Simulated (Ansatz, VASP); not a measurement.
## One calculation of BaO, two programs

```xyz
2
Lattice="0.0000 2.7870 2.7870 2.7870 0.0000 2.7870 2.7870 2.7870 0.0000" Properties=species:S:1:pos:R:3 pbc="T T T"
Ba    0.0000    0.0000    0.0000
O     2.7870    2.7870    2.7870
```

Alike in both runs: functional PBE; k mesh 8 × 8 × 8; occupations fermi-dirac, width 0.02 eV; no spin polarisation.

Ansatz relaxed the structure, and its values are those at the end. VASP's run is a single point on that final structure, the one shown.

|  | VASP | Ansatz |
| --- | --- | --- |
| version | VASP 6.6.1 | Ansatz 0.2.0 |
| potentials or method | VASP PAW PBE potentials, release 64 (Ba_sv, O), cutoff 600 eV | PAW plane waves |
| valence electrons in the cell | 16 | 16 |

Ansatz gave:

- gap on the k mesh at the Fermi level (eV): 2.10
- pressure (GPa): 0.0

**Question.** What did VASP give for the same quantities?

**Answer.** gap on the k mesh at the Fermi level (eV): 2.04; pressure (GPa): 1.5.

Neither program's run includes spin-orbit coupling.
